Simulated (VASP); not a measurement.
The system is Cu.

```
CELL_PARAMETERS angstrom
0.00000 1.83129 1.83129
1.83129 0.00000 1.83129
1.83129 1.83129 0.00000
ATOMIC_POSITIONS crystal
Cu 0.00000 0.00000 0.00000
```

Base run:

| Item | Value |
| --- | --- |
| Program | VASP 6.6.1 |
| Functional | SVWN5 |
| Potentials or basis | VASP PAW PBE potentials, release 64 (Cu) |
| Cutoff | 600 eV |
| k mesh | 13 × 13 × 13 |
| Occupations | fermi-dirac, width 0.05 eV |
| Spin | no spin polarisation |

Its results: band gap on the k mesh zero (an odd number of electrons rules out a gap without spin polarisation); pressure -16.5 GPa.

The run is repeated on the same cell with these changes: functional from SVWN5 to PBE0; cutoff from 600 eV to 520 eV; k mesh from 13 × 13 × 13 to 8 × 8 × 8. What comes out?

Band gap on the k mesh zero (an odd number of electrons rules out a gap without spin polarisation); pressure -2.6 GPa.

Several settings changed at once.

Caveats: some runs use coarse meshes; the PAW data sets were made with another functional, which shifts forces and pressure a little; the cell stands under tension (at least some runs).
